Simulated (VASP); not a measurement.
A run of VASP 6.6.1 is set up as follows.

Contents of INCAR:

```
  ALGO = Normal
  EDIFF = 1E-6
  ENCUT = 500
  GGA = PE
  GGA_COMPAT = F
  ISIF = 2
  ISMEAR = -1
  LASPH = T
  LCHARG = F
  LREAL = F
  LWAVE = F
  NBANDS = 8
  NELM = 120
  PREC = Accurate
  SIGMA = 0.1
```

Contents of KPOINTS:

```
k-points
0
Gamma
  13 13 12
```

Contents of POSCAR:

```
Si
1.0
    2.4841612157      0.0000000000      0.0000000000
   -1.2420806078      2.1513465278      0.0000000000
    0.0000000000      0.0000000000      2.3327718895
Si
1
Direct
    0.0000000000      0.0000000000      0.0000000000
```

Potentials or basis: VASP PAW PBE potentials, release 64 (Si).

Launch:

```sh
$ cat potpaw_PBE.64/Si/POTCAR > POTCAR
$ mpirun -np 1 vasp_std > vasp.out
```

**Question.** What does it give for the pressure?

**Answer.** 31.3 GPa.

**Question.** What does it give for the band gap on the k mesh?

**Answer.** Zero (band 2 reaches 19.57 eV, above the bottom of band 3 at 7.31 eV).

Stress tensor (GPa, compression positive):
```
28.34  0.00  0.00
 0.00 28.34  0.00
 0.00  0.00 37.16
```
